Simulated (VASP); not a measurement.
# TiSi2 (Immm) in VASP: notebook, part 2 of 2

VASP 6.6.1.

### 3 Single point, r2SCAN

This run uses another cell than the first one, of 14.73 Å³/atom.

Input file POSCAR:

```
TiSi2
1.0
   -1.4922541174      1.7346606101      4.2675115011
    1.4922541174     -1.7346606101      4.2675115011
    1.4922541174      1.7346606101     -4.2675115011
Ti Si
1 2
Direct
    0.0000000000      0.0000000000      0.0000000000
    0.6700780000      0.6700780000      0.0000000000
    0.3299220000      0.3299220000      0.0000000000
```

Input file INCAR.step1:

```
SYSTEM = TiSi2
ALGO = Normal
EDIFF = 1E-4
ENCUT = 520
GGA = PE
ISMEAR = -1
LASPH = .True.
LCHARG = .False.
LREAL = .False.
LWAVE = .True.
NBANDS = 17
NELM = 100
PREC = Accurate
SIGMA = 0.05
```

Input file INCAR.step2:

```
SYSTEM = TiSi2
ALGO = Normal
EDIFF = 1E-6
ENCUT = 520
ISIF = 2
ISMEAR = -1
ISTART = 1
LASPH = .True.
LCHARG = .False.
LMIXTAU = .True.
LREAL = .False.
LWAVE = .False.
METAGGA = R2SCAN
NBANDS = 17
NELM = 100
PREC = Accurate
SIGMA = 0.05
```

Input file KPOINTS:

```
k-points
0
Gamma
  12 12 12
  0 0 0
```

Potentials or basis: VASP PAW PBE potentials, release 64 (Ti_sv, Si).

Started as:

```sh
> cat potpaw_PBE.64/Ti_sv/POTCAR potpaw_PBE.64/Si/POTCAR > POTCAR
> cp INCAR.step1 INCAR
> mpirun -np 1 vasp_std > vasp.out
> cp INCAR.step2 INCAR
> mpirun -np 1 vasp_std > vasp.out
```

OUTCAR:

```text
SYSTEM = TiSi2
   EDIFF = 1E-6
   ENCUT = 520
   ISIF = 2
   ISMEAR = -1
   ISTART = 1
   LASPH = .True.
   LREAL = .False.
   METAGGA = R2SCAN
   NELM = 100
   PREC = Accurate

 ion  position               nearest neighbor table
   1  0.000  0.000  0.000-   2 2.71   2 2.71   2 2.71   3 2.71   2 2.71   3 2.71   3 2.71   3 2.71
                             2 2.82   3 2.82
   2  0.670  0.670  0.000-   3 2.66   3 2.66   3 2.66   3 2.66   1 2.71   1 2.71   1 2.71   1 2.71
                             1 2.82   3 2.90
   3  0.330  0.330  0.000-   2 2.66   2 2.66   2 2.66   2 2.66   1 2.71   1 2.71   1 2.71   1 2.71
                             1 2.82   2 2.90

[... 679 lines left out ...]
  --------------------------------------------------------------------------------------
  -------------------------------------------------------------------------------------
  Total       -1.6751642     -1.9419310     -2.1683307      0.0000000      0.0000000      0.0000000
  in kB      -60.7401652    -70.4129256    -78.6220025      0.0000000      0.0000000      0.0000000
  external PRESSURE =     -69.9250311 kB  Pullay stress =       0.0000000 kB

 VOLUME and BASIS-vectors are now :
 -----------------------------------------------------------------------------
  energy-cutoff  :      520.00
  volume of cell :       44.19
      direct lattice vectors                 reciprocal lattice vectors
    -1.492254117  1.734660610  4.267511501     0.000000000  0.288240822  0.117164301
     1.492254117 -1.734660610  4.267511501     0.335063575  0.000000000  0.117164301
     1.492254117  1.734660610 -4.267511501     0.335063575  0.288240822  0.000000000

 POSITION                                       TOTAL-FORCE (eV/Angst)
 -----------------------------------------------------------------------------------
      0.00000      0.00000      0.00000         0.000000     -0.000000      0.000000
      0.00000      0.00000      5.71913        -0.000000     -0.000000      0.016071
      0.00000      0.00000      2.81589         0.000000      0.000000     -0.016071
 -----------------------------------------------------------------------------------
    total drift:                               -0.000000      0.000000     -0.000000

  FREE ENERGIE OF THE ION-ELECTRON SYSTEM (eV)
  ---------------------------------------------------
  free  energy   TOTEN  =       -31.4788085127 eV

  energy  without entropy=      -31.4678793095  energy(sigma->0) =      -31.47334391
```

OSZICAR.step1:

```text
N       E                     dE             d eps       ncg     rms          rms(c)
DAV:   1     0.132267576010E+03    0.13227E+03   -0.95391E+03  9528   0.120E+03
DAV:   2    -0.126726434808E+02   -0.14494E+03   -0.14116E+03  9795   0.314E+02
DAV:   3    -0.214957346569E+02   -0.88231E+01   -0.86511E+01 14530   0.716E+01
DAV:   4    -0.217387738675E+02   -0.24304E+00   -0.24237E+00 11776   0.110E+01
DAV:   5    -0.217472702953E+02   -0.84964E-02   -0.84944E-02 14822   0.192E+00    0.118E+01
DAV:   6    -0.203489694131E+02    0.13983E+01   -0.17849E+01 12450   0.346E+01    0.540E+00
DAV:   7    -0.198852414277E+02    0.46373E+00   -0.41538E+00 12089   0.162E+01    0.328E+00
DAV:   8    -0.198557500211E+02    0.29491E-01   -0.63382E-01 11301   0.688E+00    0.133E+00
DAV:   9    -0.198352048116E+02    0.20545E-01   -0.22652E-01 11278   0.430E+00    0.454E-01
DAV:  10    -0.198334015521E+02    0.18033E-02   -0.98055E-03 11584   0.779E-01    0.160E-01
DAV:  11    -0.198333896395E+02    0.11913E-04   -0.39826E-03 13028   0.498E-01    0.138E-01
DAV:  12    -0.198332873736E+02    0.10227E-03   -0.68372E-04 10647   0.246E-01    0.159E-02
DAV:  13    -0.198332864101E+02    0.96347E-06   -0.15588E-05  5127   0.359E-02
   1 F= -.19833286E+02 E0= -.19827372E+02  d E =-.118281E-01
```

Wall time 29 min (1 thread of Intel Xeon 8259CL, shared host); peak memory 0.37 GiB.

What came out:

* Free energy: -31.4788 eV
* Pressure: -7.0 GPa
* Largest force: 0.016 eV/Å
* Band gap on the k mesh: zero (bands 10 and 11 overlap by 2.45 eV)

Forces on the atoms (eV/Å):
```
Ti   0.000  0.000  0.000
Si   0.000  0.000  0.016
Si   0.000  0.000 -0.016
```

Stress tensor (GPa, compression positive):
```
-6.07  0.00  0.00
 0.00 -7.04  0.00
 0.00  0.00 -7.86
```

Caveat: the cell stands under tension; the PAW data sets were made with another functional, which shifts forces and pressure a little.

### 4 Relaxation of cell and atoms, PBE+U

This run uses another cell than the first one, of 14.16 Å³/atom.

Input file INCAR:

```
PREC = Accurate
ENCUT = 600
EDIFF = 1E-6
ISMEAR = -1
SIGMA = 0.05
LREAL = F
LASPH = T
NELM = 150
ALGO = Normal
ISIF = 3
LWAVE = F
LCHARG = F
LMAXMIX = 4
LDAU = T
LDAUTYPE = 2
LDAUL = 2 -1
LDAUU = 4 0
LDAUJ = 0 0
LDAUPRINT = 1
GGA = PE
IBRION = 2
NSW = 60
EDIFFG = -0.01
```

Input file KPOINTS:

```
regular mesh
0
Gamma
  12 12 12
```

Input file POSCAR:

```
TiSi2
1.0
   -1.4728720000      1.7121300000      4.2120830000
    1.4728720000     -1.7121300000      4.2120830000
    1.4728720000      1.7121300000     -4.2120830000
Ti Si
1 2
Direct
    0.0000000000      0.0000000000      0.0000000000
    0.6700780000      0.6700780000      0.0000000000
    0.3299220000      0.3299220000      0.0000000000
```

Started as:

```sh
> cat potpaw_PBE.64/Ti_sv/POTCAR potpaw_PBE.64/Si/POTCAR > POTCAR
> mpirun -np 1 vasp_std > vasp.out
```

It took 68 min on 1 thread of Oxide Virtual Turin-like, shared host; peak memory 0.38 GiB.

The run converged. Its results:

| Item | Value |
| --- | --- |
| Free energy | -16.7453 eV |
| Relaxed volume | 14.65 Å³/atom |
| Relaxed cell | a = 4.826 Å, b = 4.826 Å, c = 4.826 Å, α = 143.73°, β = 138.21°, γ = 56.50° |
| Space group after relaxing (to 0.1 Å) | Immm (No. 71) |
| Energy gained by relaxing | 8.3 meV/atom |
| Ionic steps | 9 |
| Pressure after relaxing | 0.0 GPa |
| Largest force after relaxing | 0.004 eV/Å |
| Band gap on the k mesh | zero (bands 10 and 11 overlap by 2.38 eV) |

Forces on the atoms (eV/Å):
```
Ti   0.000  0.000  0.000
Si   0.000  0.000  0.004
Si   0.000  0.000 -0.004
```

The path:
| step | energy change (eV) | largest force (eV/Å) | pressure (GPa) | volume (Å³) |
| --- | --- | --- | --- | --- |
| 1 | 0.0000 | 0.1612 | 4.87 | 42.49 |
| 2 | -0.0102 | 0.0276 | -3.47 | 45.19 |
| 3 | -0.0232 | 0.0797 | -0.13 | 44.00 |
| 4 | -0.0242 | 0.0512 | -0.06 | 43.98 |
| 5 | -0.0246 | 0.0258 | 0.02 | 43.96 |
| 6 | -0.0247 | 0.0229 | 0.03 | 43.96 |
| 7 | -0.0249 | 0.0162 | 0.00 | 43.97 |
| 8 | -0.0250 | 0.0100 | -0.05 | 43.99 |
| 9 | -0.0250 | 0.0038 | 0.04 | 43.95 |

Final structure:
```cif
data_structure
_symmetry_space_group_name_H-M 'P 1'
_symmetry_Int_Tables_number 1
_cell_length_a 4.8256
_cell_length_b 4.8256
_cell_length_c 4.8256
_cell_angle_alpha 143.734
_cell_angle_beta 138.211
_cell_angle_gamma 56.504
_cell_volume 43.95
loop_
_atom_site_label
_atom_site_type_symbol
_atom_site_fract_x
_atom_site_fract_y
_atom_site_fract_z
_atom_site_occupancy
Ti1 Ti 0.00000 0.00000 0.00000 1
Si1 Si 0.67212 0.67212 0.00000 1
Si2 Si 0.32788 0.32788 0.00000 1
```

Levels at points of the mesh, in eV from the Fermi level:
```
           k point  band 8  band 9  band 10  band 11  band 12  band 13
(0.00, 0.00, 0.00)   -2.09   -0.60     0.61     1.84     2.52     2.92
(0.50, 0.00, 0.00)   -3.87   -0.72     0.97     2.12     2.64     3.37
(0.00, 0.50, 0.00)   -3.45   -0.74    -0.36     1.07     2.54     3.24
(0.50, 0.50, 0.00)   -4.96   -2.97    -1.17    -0.94     2.29     2.94
(0.50, 0.50, 0.50)   -1.20   -0.42     0.59     1.91     2.04     2.57
```

Eigenvalues of the final occupation matrices:
```
    site  spin  trace               eigenvalues
site 1 d     1   0.92  0.16 0.16 0.18 0.19 0.24
site 1 d     2   0.92  0.16 0.16 0.18 0.19 0.24
```

Caveat: U without spin polarisation on a metal has little footing; the U is typed as a test and isn't derived for this compound.

### 5 Summary

```tsv
task	level	U	cell	cutoff (eV)	gap on the mesh (eV)	pressure (GPa)	largest force (eV/Å)
single point	r2SCAN	-	a = 4.811 Å, angles 144.1, 138.0, 56.4°, 3 atoms	520	none	-4.7	0.04
single point	r2SCAN	-	a = 4.842 Å, angles 144.1, 138.0, 56.4°, 3 atoms	520	none	-7.0	0.02
relaxation of cell and atoms	PBE+U	Ti d U = 4.0 eV	relaxed from a = 4.779 Å, angles 144.1, 138.0, 56.4°, 3 atoms	600	none	0.0	-
```

Alike in all rows: potentials or basis VASP PAW PBE potentials, release 64 (Ti_sv, Si); no spin polarisation; k mesh 12 × 12 × 12; smearing fermi-dirac 0.05 eV.

Caveats: the cell stands under tension (at least some runs); the PAW data sets were made with another functional, which shifts forces and pressure a little (at least some runs); U without spin polarisation on a metal has little footing (at least some runs); the U is typed as a test and isn't derived for this compound (at least some runs).

Absolute energies hang on the potentials; compare differences alone.
